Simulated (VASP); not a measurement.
# AgCl (Chlorargyrite) (I4/mmm) in VASP: a series of runs

The runs below take AgCl (Chlorargyrite) through single point, with PBEsol.

All numbers are computed with VASP 6.6.1; they aren't measurements. Logs are shortened: lines on timing, memory, paths and dates and some standing lists are left out, and cuts for length are marked.

**1. The cell of the first run**

The structure is tetragonal, space group I4/mmm (No. 139). The conventional cell has a = 3.775 Å, b = 3.775 Å, c = 5.513 Å, α = 90.00°, β = 90.00°, γ = 90.00°. Within 3.5 Å of Ag (site symmetry 4/mmm) lie 6 Cl at 2.67 to 2.76 Å. Within 3.5 Å of Cl (site symmetry 4/mmm) lie 6 Ag at 2.67 to 2.76 Å.

**2. Single point, PBEsol (in-plane strain -0.02)**

The input, INCAR:

```
SYSTEM = AgCl
  PREC = Accurate
  ENCUT = 500
  EDIFF = 1E-6
  ISMEAR = 0
  SIGMA = 0.01
  LREAL = .FALSE.
  LASPH = .TRUE.
  NELM = 120
  ALGO = Normal
  ISIF = 2
  LWAVE = .FALSE.
  LCHARG = .FALSE.
  GGA = PS
  NBANDS = 16
  GGA_COMPAT = .FALSE.
```

The input, KPOINTS:

```
Automatic mesh
0
G
  8 8 8
  0 0 0
```

The input, POSCAR:

```
AgCl
1.0
    2.6692764226      2.6692764226      0.0000000000
   -2.6692764226      2.6692764226      0.0000000000
    0.0000000000      2.6692764226      2.7564364691
Ag Cl
1 1
Direct
    0.0000000000      0.0000000000      0.0000000000
    0.5000000000      0.5000000000      0.0000000000
```

Potentials or basis: VASP PAW PBE potentials, release 64 (Ag, Cl).

Run with:

```sh
> cat potpaw_PBE.64/Ag/POTCAR potpaw_PBE.64/Cl/POTCAR > POTCAR
> mpirun -np 1 vasp_std > vasp.out
```

OUTCAR:

```text
SYSTEM = AgCl
   PREC = Accurate
   ENCUT = 500
   EDIFF = 1E-6
   ISMEAR = 0
   LREAL = .FALSE.
   LASPH = .TRUE.
   NELM = 120
   ISIF = 2
   GGA = PS

 ion  position               nearest neighbor table
   1  0.000  0.000  0.000-   2 2.67   2 2.67   2 2.67   2 2.67   2 2.76   2 2.76
   2  0.500  0.500  0.000-   1 2.67   1 2.67   1 2.67   1 2.67   1 2.76   1 2.76

  LATTYP: Found a body centered tetragonal cell.
 ALAT       =     3.7749269186
 C/A-ratio  =     1.4603919644

  Lattice vectors:

 A1 = (   2.6692764226,   0.0000000000,  -2.7564364691)
 A2 = (  -2.6692764226,   0.0000000000,  -2.7564364691)
 A3 = (   0.0000000000,   2.6692764226,   2.7564364691)

Analysis of symmetry for initial positions (statically):
=====================================================================
 Subroutine PRICEL returns:
 Original cell was already a primitive cell.

 Routine SETGRP: Setting up the symmetry group for a
 body centered tetragonal supercell.

 Subroutine GETGRP returns: Found 16 space group operations
 (whereof 16 operations were pure point group operations)
 out of a pool of 16 trial point group operations.

The static configuration has the point symmetry D_4h.

Analysis of symmetry for dynamics (positions and initial velocities):
=====================================================================
 Subroutine PRICEL returns:
 Original cell was already a primitive cell.

 Routine SETGRP: Setting up the symmetry group for a
 body centered tetragonal supercell.

 Subroutine GETGRP returns: Found 16 space group operations
 (whereof 16 operations were pure point group operations)
 out of a pool of 16 trial point group operations.

The dynamic configuration has the point symmetry D_4h.

 Subroutine INISYM returns: Found 16 space group operations
 (whereof 16 operations are pure point group operations),
 and found     1 'primitive' translations

----------------------------------------------------------------------------------------

                                     Primitive cell

  volume of cell :      39.2794

  direct lattice vectors                    reciprocal lattice vectors
     2.669276423  2.669276423  0.000000000     0.187316681  0.187316681 -0.181393624
    -2.669276423  2.669276423  0.000000000    -0.187316681  0.187316681 -0.181393624
     0.000000000  2.669276423  2.756436469     0.000000000  0.000000000  0.362787248

  length of vectors
     3.774926919  3.774926919  3.837053378     0.321058756  0.321058756  0.362787248

  position of ions in fractional coordinates (direct lattice)
     0.000000000  0.000000000  0.000000000
     0.500000000  0.500000000  0.000000000

  ion indices of the primitive-cell ions
   primitive index   ion index
                 1           1
                 2           2

----------------------------------------------------------------------------------------

 KPOINTS: Automatic mesh

Automatic generation of k-mesh.
 Grid dimensions read from file:
 generate k-points for:    8    8    8

 Generating k-lattice:

  Cartesian coordinates                     Fractional coordinates (reciprocal lattice)
     0.023414585  0.023414585 -0.022674203     0.125000000  0.000000000  0.000000000
    -0.023414585  0.023414585 -0.022674203     0.000000000  0.125000000  0.000000000
     0.000000000  0.000000000  0.045348406     0.000000000  0.000000000  0.125000000

  Length of vectors
     0.040132344  0.040132344  0.045348406

  Shift w.r.t. Gamma in fractional coordinates (k-lattice)
     0.000000000  0.000000000  0.000000000

 Subroutine IBZKPT returns following result:
 ===========================================

 Found     59 irreducible k-points:

 Following reciprocal coordinates:
            Coordinates               Weight
  0.000000  0.000000  0.000000      1.000000
  0.125000  0.000000  0.000000      8.000000
  0.250000  0.000000  0.000000      8.000000
  0.375000  0.000000 -0.000000      8.000000
  0.500000  0.000000  0.000000      4.000000
  0.125000  0.125000  0.000000      8.000000
[... 16 lines left out ...]
  0.250000  0.000000  0.125000      4.000000
  0.375000  0.000000  0.125000      8.000000
 [... further k-points ...]
   k-points           NKPTS =     59   k-points in BZ     NKDIM =     59   number of bands    NBANDS=     16
   number of dos      NEDOS =    301   number of ions     NIONS =      2
   total plane-waves  NPLWV =  21952
   dimension x,y,z NGX =    28 NGY =   28 NGZ =   28
   dimension x,y,z NGXF=    56 NGYF=   56 NGZF=   56
   ions per type =               1   1
   NGX,Y,Z   is equivalent  to a cutoff of  12.33, 12.33, 12.13 a.u.
   NGXF,Y,Z  is equivalent  to a cutoff of  24.66, 24.66, 24.26 a.u.
 SYSTEM =  AgCl
   PREC   = accura    normal or accurate (medium, high low for compatibility)
   ISTART =      0    job   : 0-new  1-cont  2-samecut
   ICHARG =      2    charge: 1-file 2-atom 10-const
   ISPIN  =      1    spin polarized calculation?
   LNONCOLLINEAR =      F non collinear calculations
   LSORBIT =      F    spin-orbit coupling
   LASPH  =      T    aspherical Exc in radial PAW
   ENCUT  =  500.0 eV  36.75 Ry    6.06 a.u.   6.88  6.88  7.00*2*pi/ulx,y,z
   NELM   =    120;   NELMIN=  2; NELMDL= -5     # of ELM steps
   EDIFF  = 0.1E-05   stopping-criterion for ELM
   LREAL  =      F    real-space projection
   EDIFFG = 0.1E-04   stopping-criterion for IOM
   NSW    =      0    number of steps for IOM
   IBRION =     -1    ionic relax: 0-MD 1-quasi-New 2-CG
   NFREE  =      0    steps in history (QN), initial steepest desc. (CG)
   ISIF   =      2    stress and relaxation
   ISYM   =      2    0-nonsym 1-usesym 2-fastsym
   POTIM  = 0.5000    time-step for ionic-motion
   TEBEG  =    0.0;   TEEND  =   0.0 temperature during run
   PSTRESS=    0.0 pullay stress
   NELECT =      18.0000    total number of electrons
   NUPDOWN=      -1.0000    fix difference up-down
   EMIN   =  10.00;   EMAX   =-10.00  energy-range for DOS
   EFERMI =   0.00;   METHOD = LEGACY
   ISMEAR =     0;   SIGMA  =   0.01  broadening in eV -4-tet -1-fermi 0-gaus
   EFERMI_NEDOS =   21; number of points for ismear=-14 and -15
   IALGO  =     38    algorithm
   IMIX   =      4    mixing-type and parameters
     AMIX     =   0.40;   BMIX     =  1.00
     AMIX_MAG =   1.60;   BMIX_MAG =  1.00
  volume/ion in A,a.u.               =      19.64       132.54
  Fermi-wavevector in a.u.,A,eV,Ry     =   1.262149  2.385116 21.674355  1.593020
  Thomas-Fermi vector in A             =   2.395572
   LORBIT       =      0    0 simple, 1 ext, 2 COOP (PROOUT), +10 PAW based schemes
   GGA     = PS    functional components
   LHFCALC =     F    Hartree Fock is set to
   AEXX    =    0.0000 exact exchange contribution
   IVDW    =     0    specifies the selected vdW correction
   LEPSILON=     F    determine dielectric tensor
   LRPA    =     F    only Hartree local field effects (RPA)
 non-spin polarized calculation
 Gauss-broadening in eV      SIGMA  =   0.01
  energy-cutoff  :      500.00
  volume of cell :       39.28
 maximum number of plane-waves:      1010
   NGX = 13   NGY = 13   NGZ = 13

 number of electron      18.0000006 magnetization

 Free energy of the ion-electron system (eV)
  ---------------------------------------------------
  ext. energy  EPLUGINS =         0.00000000
  ---------------------------------------------------
  free energy    TOTEN  =        -6.05165907 eV

  energy without entropy =       -6.05165907  energy(sigma->0) =       -6.05165907

 E-fermi :   4.9968     XC(G=0): -10.6499

 val. band max:        4.9232170415   @ k =   0.5000   0.0000   0.0000
 cond. band min:       5.5403780301   @ k =   0.0000   0.0000   0.0000
 fundamental gap:      0.6171609886
 Fermi energy:         4.9968232188

 k-point     1 :       0.0000    0.0000    0.0000
  band No.  band energies     occupation
      1     -10.9267      2.00000
      2       1.8917      2.00000
      3       1.9913      2.00000
      4       1.9913      2.00000
      5       1.9964      2.00000
      6       2.0075      2.00000
[... 8 lines left out ...]
     15      17.9266      0.00000
     16      18.4090      0.00000

 k-point     2 :       0.1250    0.0000    0.0000
  band No.  band energies     occupation
      1     -10.8498      2.00000
      2       1.1345      2.00000
      3       1.1939      2.00000
      4       1.2820      2.00000
      5       2.0030      2.00000
      6       2.0502      2.00000
[... 8 lines left out ...]
     15      17.0645      0.00000
     16      17.5386      0.00000

 k-point     3 :       0.2500    0.0000    0.0000
  band No.  band energies     occupation
      1     -10.6544      2.00000
      2      -0.0273      2.00000
      3       0.5355      2.00000
      4       0.6359      2.00000
      5       2.1729      2.00000
      6       2.1959      2.00000
[... 8 lines left out ...]
     15      17.0342      0.00000
     16      17.5453      0.00000

 k-point     4 :       0.3750    0.0000   -0.0000
  band No.  band energies     occupation
      1     -10.4428      2.00000
      2      -0.9185      2.00000
      3       0.1192      2.00000
      4       0.2295      2.00000
      5       2.3480      2.00000
      6       2.3530      2.00000
[... 8 lines left out ...]
     15      17.8076      0.00000
     16      18.0398      0.00000
[... 324 lines left out ...]
 k-point    22 :       0.0000    0.0000    0.1250
  band No.  band energies     occupation
      1     -10.8362      2.00000
      2       0.7365      2.00000
      3       1.5986      2.00000
      4       1.5986      2.00000
      5       1.8339      2.00000
      6       2.0257      2.00000
[... 8 lines left out ...]
     15      18.4660      0.00000
     16      19.1845      0.00000

 k-point    23 :       0.2500    0.0000    0.1250
  band No.  band energies     occupation
      1     -10.7278      2.00000
      2       0.2551      2.00000
      3       0.6126      2.00000
      4       1.2279      2.00000
      5       2.0919      2.00000
      6       2.1505      2.00000
[... 8 lines left out ...]
     15      17.8238      0.00000
     16      18.3486      0.00000

 k-point    24 :       0.3750    0.0000    0.1250
  band No.  band energies     occupation
      1     -10.5302      2.00000
      2      -0.5477      2.00000
      3       0.1939      2.00000
      4       0.6776      2.00000
      5       2.2207      2.00000
      6       2.3095      2.00000
[... 8 lines left out ...]
     15      18.4829      0.00000
     16      18.7182      0.00000

 [... further k-points ...]
[... 5 lines left out ...]
  --------------------------------------------------------------------------------------
  -------------------------------------------------------------------------------------
  Total        0.5439885      0.5439885      0.2150327      0.0000000      0.0000000      0.0000000
  in kB       22.1888725     22.1888725      8.7710164      0.0000000      0.0000000      0.0000000
  external PRESSURE =      17.7162538 kB  Pullay stress =       0.0000000 kB

 VOLUME and BASIS-vectors are now :
 -----------------------------------------------------------------------------
  energy-cutoff  :      500.00
  volume of cell :       39.28
      direct lattice vectors                 reciprocal lattice vectors
     2.669276423  2.669276423  0.000000000     0.187316681  0.187316681 -0.181393624
    -2.669276423  2.669276423  0.000000000    -0.187316681  0.187316681 -0.181393624
     0.000000000  2.669276423  2.756436469     0.000000000  0.000000000  0.362787248

 POSITION                                       TOTAL-FORCE (eV/Angst)
 -----------------------------------------------------------------------------------
      0.00000      0.00000      0.00000         0.000000      0.000000      0.000000
      0.00000      2.66928      0.00000        -0.000000     -0.000000      0.000000
 -----------------------------------------------------------------------------------
    total drift:                               -0.000000      0.000000     -0.000000

  FREE ENERGIE OF THE ION-ELECTRON SYSTEM (eV)
  ---------------------------------------------------
  free  energy   TOTEN  =        -6.0516590703 eV

  energy  without entropy=       -6.0516590703  energy(sigma->0) =       -6.05165907
```

Run time: 35 s. Hardware: 1 thread of Intel Xeon 8259CL, shared host; peak memory 0.18 GiB.

What came out:

- Free energy: -6.0517 eV
- Pressure: 1.8 GPa
- Band gap on the k mesh: 0.62 eV, indirect (least direct gap 3.34 eV)

Stress tensor (GPa, compression positive):
```
2.22 0.00 0.00
0.00 2.22 0.00
0.00 0.00 0.88
```

Caveat: the cell differs from its parent crystal (in-plane strain -0.02); the PAW data sets were made with another functional, which shifts forces and pressure a little. A k mesh can miss the band edges.

(Continued in part 2 of 2.)
